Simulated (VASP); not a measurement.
# Tm3C2 (P6/mmm) in VASP: further runs, part 2 of 2

VASP 6.6.1. The steps go on from the part before.

**4. Relaxation of cell and atoms, PBE**

This run uses another cell than the first one, of 23.06 Å³/atom.

The input, INCAR:

```
SYSTEM = Tm3C2
  ALGO = Normal
  EDIFF = 1E-7
  EDIFFG = -0.04
  ENCUT = 600
  GGA = PE
  GGA_COMPAT = .False.
  IBRION = 2
  ISIF = 3
  ISMEAR = 0
  LASPH = .True.
  LCHARG = .False.
  LMAXMIX = 6
  LREAL = .False.
  LWAVE = .False.
  NELM = 200
  NELMIN = 4
  NSW = 90
  PREC = Accurate
  SIGMA = 0.1
```

The input, KPOINTS:

```
k-points
0
Gamma
  6 6 4
  0 0 0
```

The input, POSCAR:

```
Tm3C2
1.0
    5.0223112500      0.0000000000      0.0000000000
   -2.5111556300      4.3494491300      0.0000000000
    0.0000000000      0.0000000000      5.2778245100
Tm C
3 2
Direct
    0.5000000000      0.0000000000      0.5000000000
    0.0000000000      0.5000000000      0.5000000000
    0.5000000000      0.5000000000      0.5000000000
    0.0000000000      0.0000000000      0.8554753400
    0.0000000000      0.0000000000      0.1445246600
```

Potentials or basis: VASP PAW PBE potentials, release 64 (Tm_3, C), 4f in core.

Launch:

```sh
cat potpaw_PBE.64/Tm_3/POTCAR potpaw_PBE.64/C/POTCAR > POTCAR
mpirun -np 1 vasp_std > vasp.out
```

OUTCAR:

```text
SYSTEM = Tm3C2
   EDIFF = 1E-7
   EDIFFG = -0.04
   ENCUT = 600
   GGA = PE
   IBRION = 2
   ISIF = 3
   ISMEAR = 0
   LASPH = .True.
   LREAL = .False.
   NELM = 200
   NELMIN = 4
   NSW = 90
   PREC = Accurate

 ion  position               nearest neighbor table
   1  0.500  0.000  0.500-   2 2.51   2 2.51   3 2.51   3 2.51
   2  0.000  0.500  0.500-   1 2.51   1 2.51   3 2.51   3 2.51
   3  0.500  0.500  0.500-   2 2.51   2 2.51   1 2.51   1 2.51
   4  0.000  0.000  0.855-   5 1.53
   5  0.000  0.000  0.145-   4 1.53

  LATTYP: Found a hexagonal cell.
 ALAT       =     5.0223112500
 C/A-ratio  =     1.0508756322

  Lattice vectors:

 A1 = (   5.0223112500,   0.0000000000,   0.0000000000)
 A2 = (  -2.5111556300,   4.3494491300,   0.0000000000)
 A3 = (   0.0000000000,   0.0000000000,   5.2778245100)

Analysis of symmetry for initial positions (statically):
=====================================================================
 Subroutine PRICEL returns:
 Original cell was already a primitive cell.

 Routine SETGRP: Setting up the symmetry group for a
 hexagonal supercell.

 Subroutine GETGRP returns: Found 24 space group operations
 (whereof 24 operations were pure point group operations)
 out of a pool of 24 trial point group operations.

The static configuration has the point symmetry D_6h.

Analysis of symmetry for dynamics (positions and initial velocities):
=====================================================================
 Subroutine PRICEL returns:
 Original cell was already a primitive cell.

 Routine SETGRP: Setting up the symmetry group for a
 hexagonal supercell.

 Subroutine GETGRP returns: Found 24 space group operations
 (whereof 24 operations were pure point group operations)
 out of a pool of 24 trial point group operations.

The dynamic configuration has the point symmetry D_6h.

 Subroutine INISYM returns: Found 24 space group operations
 (whereof 24 operations are pure point group operations),
[... 131 lines left out ...]
 Gauss-broadening in eV      SIGMA  =   0.10
  energy-cutoff  :      600.00
  volume of cell :      115.29
 maximum number of plane-waves:      3876
   NGX = 21   NGY = 21   NGZ = 21

--------------------------------------- Ionic step        1  -------------------------------------------

 number of electron      34.9999997 magnetization

 Free energy of the ion-electron system (eV)
  ---------------------------------------------------
  ext. energy  EPLUGINS =         0.00000000
  ---------------------------------------------------
  free energy    TOTEN  =       -19.26172404 eV

  energy without entropy =      -19.24509793  energy(sigma->0) =      -19.25341098

------------------------ aborting loop because EDIFF is reached ----------------------------------------

  FORCE on cell =-STRESS in cart. coord.  units (eV):
  Direction    XX          YY          ZZ          XY          YZ          ZX
  --------------------------------------------------------------------------------------
  -------------------------------------------------------------------------------------
  Total       17.1658504     17.1658504    -20.8681052     -0.0000000      0.0000000      0.0000000
  in kB      238.5520102    238.5520103   -290.0018541     -0.0000003      0.0000000      0.0000000
  external PRESSURE =      62.3673888 kB  Pullay stress =       0.0000000 kB
[... 98 lines left out ...]
  FREE ENERGIE OF THE ION-ELECTRON SYSTEM (eV)
  ---------------------------------------------------
  free  energy   TOTEN  =       -20.9673235929 eV

  energy  without entropy=      -20.9534193776  energy(sigma->0) =      -20.96037149

 E-fermi :   3.0811     XC(G=0): -10.0007

 val. band max:        3.0757224506   @ k =   0.3333   0.1667   0.0000
 cond. band min:       3.0815826548   @ k =   0.5000   0.0000   0.5000
 fundamental gap:      0.0058602042
 Fermi energy:         3.0810880173

 k-point     1 :       0.0000    0.0000    0.0000
  band No.  band energies     occupation
      1     -23.5323      2.00000
      2     -22.8930      2.00000
      3     -22.8930      2.00000
      4     -22.4156      2.00000
      5     -22.1594      2.00000
      6     -22.1594      2.00000
[... 493 lines left out ...]
     20       3.6520      0.00000
     21       4.1064      0.00000

[... ionic steps 4 to 25 ...]

--------------------------------------- Ionic step       26  -------------------------------------------

 number of electron      34.9999993 magnetization

------------------------ aborting loop because EDIFF is reached ----------------------------------------
[... 73 lines left out ...]
--------------------------------------- Ionic step       28  -------------------------------------------

 number of electron      34.9999993 magnetization

 Free energy of the ion-electron system (eV)
  ---------------------------------------------------
  ext. energy  EPLUGINS =         0.00000000
  ---------------------------------------------------
  free energy    TOTEN  =       -25.39532963 eV

  energy without entropy =      -25.37955917  energy(sigma->0) =      -25.38744440

 E-fermi :   2.9924     XC(G=0):  -9.9204

 val. band max:        2.9884031143   @ k =   0.3333   0.1667   0.0000
 cond. band min:       3.0166477689   @ k =   0.5000   0.0000   0.5000
 fundamental gap:      0.0282446546
 Fermi energy:         2.9923859074

 k-point     1 :       0.0000    0.0000    0.0000
  band No.  band energies     occupation
      1     -23.6149      2.00000
      2     -23.0098      2.00000
      3     -23.0098      2.00000
      4     -22.5568      2.00000
      5     -22.3114      2.00000
      6     -22.3114      2.00000
[... 525 lines left out ...]
  FREE ENERGIE OF THE ION-ELECTRON SYSTEM (eV)
  ---------------------------------------------------
  free  energy   TOTEN  =       -25.3953296275 eV

  energy  without entropy=      -25.3795591704  energy(sigma->0) =      -25.38744440

 reached required accuracy - stopping structural energy minimisation
```

OSZICAR:

```text
N       E                     dE             d eps       ncg     rms          rms(c)
DAV:   1     0.274729531724E+03    0.27473E+03   -0.16341E+04   882   0.171E+03
DAV:   2     0.222050531852E+02   -0.25252E+03   -0.24819E+03   898   0.578E+02
DAV:   3    -0.175020071664E+02   -0.39707E+02   -0.37898E+02  1466   0.130E+02
[... 367 lines left out ...]
DAV:   4    -0.253953277383E+02    0.64712E-04   -0.22947E-04  1379   0.131E-01    0.331E-02
DAV:   5    -0.253953283136E+02   -0.57533E-06   -0.20403E-05  1360   0.408E-02    0.188E-02
DAV:   6    -0.253953293390E+02   -0.10254E-05   -0.51311E-06  1270   0.184E-02    0.631E-03
DAV:   7    -0.253953295450E+02   -0.20600E-06   -0.51859E-07   965   0.504E-03    0.731E-04
DAV:   8    -0.253953296275E+02   -0.82496E-07   -0.61183E-08   506   0.218E-03
  28 F= -.25395330E+02 E0= -.25387444E+02  d E =-.889030E-03
```

CONTCAR:

```text
Tm3C2
   1.00000000000000
     5.8312276866014372   -0.0000000007786778    0.0000000000000000
    -2.9156138497803976    5.0499913147950872   -0.0000000000000000
     0.0000000000000000    0.0000000000000000    3.7109317126171417
  Tm              C
     3     2
Direct
     0.5000000000000000    0.0000000000000000    0.5000000000000000
     0.0000000000000000    0.5000000000000000    0.5000000000000000
     0.5000000000000000    0.5000000000000000    0.5000000000000000
     0.0000000000000000    1.0000000000000000    0.8249713324990717
     0.0000000000000000    0.0000000000000000    0.1750286675009280

  0.00000000E+00  0.00000000E+00  0.00000000E+00
  0.00000000E+00  0.00000000E+00  0.00000000E+00
  0.00000000E+00  0.00000000E+00  0.00000000E+00
  0.00000000E+00  0.00000000E+00  0.00000000E+00
  0.00000000E+00  0.00000000E+00  0.00000000E+00
```

Run time: 15 min. Hardware: 1 thread of AMD EPYC 9R45 (Zen 5), shared host; peak memory 0.27 GiB.

What came out:

```
Free energy                           : -25.3953 eV
Relaxed volume                        : 21.86 Å³/atom
Relaxed cell                          : a = 5.831 Å, b = 5.831 Å, c = 3.711 Å, α = 90.00°, β = 90.00°, γ = 120.00°
Space group after relaxing (to 0.1 Å) : P6/mmm (No. 191)
Pressure after relaxing               : 0.0 GPa
Largest force after relaxing          : 0.020 eV/Å
Band gap on the k mesh                : zero (an odd number of electrons rules out a gap without spin polarisation)
```

Forces on the atoms (eV/Å):
```
Tm   0.000  0.000  0.000
Tm   0.000  0.000  0.000
Tm   0.000  0.000  0.000
C    0.000  0.000  0.020
C    0.000  0.000 -0.020
```

Final structure:
```cif
data_structure
_symmetry_space_group_name_H-M 'P 1'
_symmetry_Int_Tables_number 1
_cell_length_a 5.8312
_cell_length_b 5.8312
_cell_length_c 3.7109
_cell_angle_alpha 90.000
_cell_angle_beta 90.000
_cell_angle_gamma 120.000
_cell_volume 109.28
loop_
_atom_site_label
_atom_site_type_symbol
_atom_site_fract_x
_atom_site_fract_y
_atom_site_fract_z
_atom_site_occupancy
Tm1 Tm 0.50000 0.00000 0.50000 1
Tm2 Tm 0.00000 0.50000 0.50000 1
Tm3 Tm 0.50000 0.50000 0.50000 1
C1 C 0.00000 0.00000 0.82497 1
C2 C 0.00000 0.00000 0.17503 1
```

Levels at points of the mesh, in eV from the Fermi level:
```csv
k point,band 16,band 17,band 18,band 19,band 20,band 21
"(0.00, 0.00, 0.00)",-1.10,-1.10,-0.99,0.63,1.09,1.09
"(0.50, 0.00, 0.00)",-1.52,-0.17,0.97,1.13,1.57,1.66
"(0.00, 0.00, 0.50)",-0.56,-0.39,-0.39,1.32,1.40,1.40
"(0.50, 0.00, 0.50)",-0.85,-0.33,0.02,0.16,1.54,1.56
```

Caveat: a cell axis changed by over 15 % at a fixed basis, so the end point is rough; spin-orbit coupling is left out, which moves the levels of the heavy elements; the 4f electrons are frozen in the core, so they carry no moment and show no levels. Spin polarisation is off, so any magnetic state and its effect on volume and gap are missing.

**5. Relaxation of cell and atoms, PBE**

The input, INCAR:

```
SYSTEM = Tm3C2
  PREC = Accurate
  ENCUT = 600
  EDIFF = 1E-7
  ISMEAR = 0
  SIGMA = 0.1
  LREAL = .False.
  LASPH = .True.
  NELM = 200
  ALGO = Normal
  ISIF = 3
  LWAVE = .False.
  LCHARG = .False.
  GGA = PE
  IBRION = 2
  NSW = 100
  EDIFFG = -0.01
  GGA_COMPAT = .False.
  NELMIN = 4
  LMAXMIX = 6
```

The input, KPOINTS:

```
Automatic mesh
0
Gamma
  6 6 10
  0 0 0
```

The input, POSCAR:

```
Tm3C2
1.0
    5.8541213272      0.0000000000      0.0000000000
   -2.9270606636      5.0698177862      0.0000000000
    0.0000000000      0.0000000000      3.6348890373
Tm C
3 2
Direct
    0.5000000000      0.0000000000      0.5000000000
    0.0000000000      0.5000000000      0.5000000000
    0.5000000000      0.5000000000      0.5000000000
    0.0000000000      0.0000000000      0.8200018795
    0.0000000000      0.0000000000      0.1799981205
```

Launch:

```sh
cat potpaw_PBE.64/Tm_3/POTCAR potpaw_PBE.64/C/POTCAR > POTCAR
mpirun -np 1 vasp_std > vasp.out
```

It took 6.4 min on 1 thread of AMD EPYC 9R45 (Zen 5), shared host; peak memory 0.3 GiB.

It converged, with:

* Free energy: -25.4061 eV
* Relaxed volume: 21.75 Å³/atom
* Relaxed cell: a = 5.848 Å, b = 5.848 Å, c = 3.672 Å, α = 90.00°, β = 90.00°, γ = 120.00°
* Space group after relaxing (to 0.1 Å): P6/mmm (No. 191)
* Energy gained by relaxing: 0.9 meV/atom
* Ionic steps: 10
* Pressure after relaxing: 0.0 GPa
* Largest force after relaxing: 0.007 eV/Å
* Band gap on the k mesh: zero (an odd number of electrons rules out a gap without spin polarisation)

Forces in eV/Å, atoms in the order of the input:
```
Tm   0.000  0.000  0.000
Tm   0.000  0.000  0.000
Tm   0.000  0.000  0.000
C    0.000  0.000  0.007
C    0.000  0.000 -0.007
```

The path:
| step | energy change (eV) | largest force (eV/Å) | pressure (GPa) | volume (Å³) |
| --- | --- | --- | --- | --- |
| 1 | 0.0000 | 0.3171 | -0.04 | 107.88 |
| 2 | 0.0101 | 1.1853 | 1.14 | 107.80 |
| 3 | -0.0014 | 0.0518 | 0.26 | 107.86 |
| 4 | -0.0043 | 0.0281 | 0.17 | 108.29 |
| 5 | -0.0045 | 0.0201 | 0.13 | 108.49 |
| 6 | -0.0045 | 0.0207 | 0.13 | 108.48 |
| 7 | -0.0046 | 0.1256 | -0.06 | 108.73 |
| 8 | -0.0046 | 0.0575 | 0.03 | 108.61 |
| 9 | -0.0046 | 0.0453 | 0.04 | 108.59 |
| 10 | -0.0047 | 0.0066 | 0.02 | 108.75 |

Final structure:
```xyz
5
Lattice="5.8475 0.0000 0.0000 -2.9238 5.0641 0.0000 0.0000 0.0000 3.6723" Properties=species:S:1:pos:R:3 pbc="T T T"
Tm    2.9238    0.0000    1.8361
Tm    4.3856    2.5321    1.8361
Tm    1.4619    2.5321    1.8361
C     0.0000    0.0000    3.0217
C     0.0000    0.0000    0.6505
```

Levels at points of the mesh, in eV from the Fermi level:
```tsv
k point	band 15	band 16	band 17	band 18	band 19	band 20	band 21
(0.00, 0.00, 0.00)	-3.12	-1.18	-1.18	-1.05	0.68	0.98	0.98
(0.50, 0.00, 0.00)	-2.12	-1.65	-0.23	0.82	1.04	1.55	1.60
(0.00, 0.00, 0.50)	-2.03	-0.55	-0.42	-0.42	1.27	1.27	1.34
(0.50, 0.00, 0.50)	-1.39	-0.84	-0.39	-0.07	0.07	1.48	1.49
```

Caveat: spin-orbit coupling is left out, which moves the levels of the heavy elements; the 4f electrons are frozen in the core, so they carry no moment and show no levels. Spin polarisation is off, so any magnetic state and its effect on volume and gap are missing.

**6. Overview**

```tsv
task	cell	k mesh	gap on the mesh (eV)	pressure (GPa)	relaxed volume (Å³/atom)	largest force (eV/Å)
single point	a = 5.831, b = 5.831, c = 3.670 Å, angles 90.0, 90.0, 120.0°, 5 atoms, atomic positions A	6 × 6 × 10	none	0.3	-	0.11
relaxation of cell and atoms	relaxed from a = 5.814, b = 5.814, c = 3.697 Å, angles 90.0, 90.0, 120.0°, 5 atoms, atomic positions B	3 × 3 × 6	none	-0.2	21.91	0.02
relaxation of cell and atoms	relaxed from a = 5.022, b = 5.022, c = 5.278 Å, angles 90.0, 90.0, 120.0°, 5 atoms, atomic positions C	6 × 6 × 4	none	0.0	21.86	0.02
relaxation of cell and atoms	relaxed from a = 5.854, b = 5.854, c = 3.635 Å, angles 90.0, 90.0, 120.0°, 5 atoms, atomic positions D	6 × 6 × 10	none	0.0	21.75	0.01
```

Alike in all rows: level PBE; potentials or basis VASP PAW PBE potentials, release 64 (Tm_3, C), 4f in core; no spin polarisation; cutoff (eV) 600; smearing gaussian 0.1 eV.

Caveats: some runs use coarse meshes; spin-orbit coupling is left out, which moves the levels of the heavy elements; the 4f electrons are frozen in the core, so they carry no moment and show no levels; a cell axis changed by over 15 % at a fixed basis, so the end point is rough (at least some runs).

Total energies depend on the potentials used, so only differences within one code and one set of settings carry meaning.

The gap in the log of VASP goes by the Fermi energy; the results here count the filled bands.